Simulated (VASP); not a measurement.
A run of VASP 6.6.1:

File POSCAR:

```
Al
1.0
    0.0000000000      2.9311254969      2.9311254969
    2.9311254969      0.0000000000      2.9311254969
    2.9311254969      2.9311254969      0.0000000000
Al
2
Direct
    0.1250000000      0.1250000000      0.1250000000
    0.8750000000      0.8750000000      0.8750000000
```

Contents of INCAR.step1:

```
ALGO     = Normal         # electronic algorithm
EDIFF    = 1E-4           # SCF threshold, eV
ENCUT    = 520            # plane-wave cutoff, eV
GGA      = PE             # functional
ISMEAR   = -1             # smearing method
LASPH    = True           # aspherical terms in the spheres
LCHARG   = False          # write CHGCAR
LREAL    = False          # projectors in reciprocal space
LWAVE    = True           # write WAVECAR
NBANDS   = 10             # bands
NELM     = 60             # most SCF steps
PREC     = Accurate       # precision mode
SIGMA    = 0.1            # smearing width, eV
```

Contents of INCAR.step2:

```
ALGO     = Normal         # electronic algorithm
EDIFF    = 1E-6           # SCF threshold, eV
ENCUT    = 520            # plane-wave cutoff, eV
ISIF     = 2              # what is computed and relaxed
ISMEAR   = -1             # smearing method
ISTART   = 1            
LASPH    = True           # aspherical terms in the spheres
LCHARG   = False          # write CHGCAR
LMIXTAU  = True         
LREAL    = False          # projectors in reciprocal space
LWAVE    = False          # write WAVECAR
METAGGA  = R2SCAN         # meta-GGA
NBANDS   = 10             # bands
NELM     = 60             # most SCF steps
PREC     = Accurate       # precision mode
SIGMA    = 0.1            # smearing width, eV
```

File KPOINTS:

```
k-points
0
Gamma
  10 10 10
```

Potentials or basis: VASP PAW PBE potentials, release 64 (Al).

Launch:

```sh
$ cat potpaw_PBE.64/Al/POTCAR > POTCAR
$ cp INCAR.step1 INCAR
$ mpirun -np 1 vasp_std > vasp.out
$ cp INCAR.step2 INCAR
$ mpirun -np 1 vasp_std > vasp.out
```

Hardware: 1 thread of AMD EPYC 9R45 96-Core Processor (Zen 5), on a shared host.

**Question.** How long does it take, and how much memory?

**Answer.** It took 42 s on 1 thread of AMD EPYC 9R45 96-Core Processor (Zen 5), with other jobs on the host, peak memory 0.15 GiB. Counts: k points 47.
